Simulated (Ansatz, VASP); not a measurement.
**Ga in VASP and in Ansatz**

```xyz
4
Lattice="2.2936 -3.8450 0.0157 2.2171 3.7998 -0.0608 -0.0452 -0.0452 4.5167" Properties=species:S:1:pos:R:3 pbc="T T T"
Ga    2.2252    2.6305    0.3054
Ga    2.2480   -1.2074    1.8929
Ga    2.2403   -2.7207    4.1662
Ga    2.2176    1.1171    2.5787
```

Change from the starting cell: equal xy, yz and zx shear strains of -2 %.

Alike in both runs: task single point; functional PBE; k mesh 9 × 9 × 8; occupations fermi-dirac, width 0.05 eV; no spin polarisation.

|  | VASP | Ansatz |
| --- | --- | --- |
| version | VASP 6.6.1 | Ansatz 0.2.0 |
| potentials or method | VASP PAW PBE potentials, release 64 (Ga_d), cutoff 520 eV | all-electron LAPW, scalar-relativistic |

|  | VASP | Ansatz | Ansatz less VASP |
| --- | --- | --- | --- |
| pressure (GPa) | 2.5 | 2.4 | -0.15 |
| traceless stress, the component that is largest in VASP (GPa) | 1.65 | 1.62 | -0.036 |
| rms of the force components (eV/Å) | 0.252 | 0.252 | -0.0004 |

Atom by atom the forces differ by 0.001 eV/Å (rms over components). Ansatz ran all-electron here, and VASP with PAW potentials.
